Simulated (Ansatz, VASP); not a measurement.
# Two plane-wave programs on CdSe

```xyz
6
Lattice="4.0948 0.0000 0.0000 0.0000 4.3599 0.0000 0.0000 0.0000 10.3390" Properties=species:S:1:pos:R:3 pbc="T T T"
Cd    2.0474    2.1800    1.7690
Cd    2.0474    2.1800    8.5699
Cd    0.0000    0.0000    5.1695
Se    2.0474    0.0000    3.3323
Se    0.0000    2.1800    0.0000
Se    2.0474    0.0000    7.0067
```

Alike in both runs: functional PBE; k mesh 4 × 4 × 2; occupations gaussian, width 0.1 eV; no spin polarisation.

Ansatz relaxed the structure, and its values are those at the end. VASP's run is a single point on that final structure, the one shown.

|  | VASP | Ansatz |
| --- | --- | --- |
| version | VASP 6.6.1 | Ansatz 0.2.0 |
| potentials or method | VASP PAW PBE potentials, release 64 (Cd, Se), cutoff 520 eV | scalar-relativistic, plane waves, PAW |
| valence electrons in the cell | 54 | 108 |

|  | VASP | Ansatz | Ansatz less VASP |
| --- | --- | --- | --- |
| gap on the k mesh at the Fermi level (eV) | none | none | - |
| pressure (GPa) | 0.3 | 0.0 | -0.25 |
| rms of the force components (eV/Å) | 0.006 | 0.005 | -0.0014 |

A gap of «none» marks a metal or a gap that the smearing closes. VASP's potentials hold 54 valence electrons a cell and Ansatz's 108, so a difference there can come from the potentials and not from the codes.

The k mesh is coarse, so the values compare programs but aren't converged.
